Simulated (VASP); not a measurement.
Set up this calculation in VASP 6.6.1, as the native input.

```yaml
Task: dielectric tensor
Functional: PBE
Potentials_or_basis: VASP PAW PBE potentials, release 64 (Mo_sv, S)
Cutoff: 520 eV
k_mesh: 9 × 9 × 2
Occupations: gaussian, width 0.01 eV
Spin: no spin polarisation
Dipole_correction: no
Further_INCAR_settings: ALGO = Normal; EDIFF = 1e-08
```

The structure of MoS2 lies in POSCAR:

```
MoS2
1.0
    3.1730194928      0.0000000000      0.0000000000
   -1.5865097464      2.7479154875      0.0000000000
    0.0000000000      0.0000000000     12.4359059508
Mo S
2 4
Direct
    0.3333333333      0.6666666667      0.2500000000
    0.6666666667      0.3333333333      0.7500000000
    0.3333333333      0.6666666667      0.6249005412
    0.6666666667      0.3333333333      0.1249005412
    0.3333333333      0.6666666667      0.8750994588
    0.6666666667      0.3333333333      0.3750994588
```

The input as run:

INCAR

```
SYSTEM = MoS2
  PREC = Accurate
  ENCUT = 520
  EDIFF = 1E-8
  ISMEAR = 0
  SIGMA = 0.01
  LREAL = .FALSE.
  LASPH = .TRUE.
  NELM = 80
  ALGO = Normal
  ISIF = 2
  LWAVE = .FALSE.
  LCHARG = .FALSE.
  GGA = PE
  LEPSILON = .TRUE.
```

KPOINTS

```
regular mesh
0
G
  9 9 2
  0 0 0
```

Potentials or basis: VASP PAW PBE potentials, release 64 (Mo_sv, S).

Command:

```sh
$ cat potpaw_PBE.64/Mo_sv/POTCAR potpaw_PBE.64/S/POTCAR > POTCAR
$ mpirun -np 1 vasp_std > vasp.out
```

It gave:

```yaml
Band_gap_on_the_k_mesh: 1.02 eV (least direct gap 1.64 eV)
Electronic_dielectric_tensor_diagonal: 15.21, 15.21, 6.08
Born_charges_mean_of_the_diagonal: Mo -0.85; S +0.42 e
```

Caveat: an odd mesh through Γ misses points on the zone boundary, where band edges can lie.

Run time: 21 min on 1 thread of Intel(R) Xeon(R) Platinum 8259CL CPU @ 2.50GHz (Skylake/Cascade Lake) (shared host), peak memory 0.51 GiB.
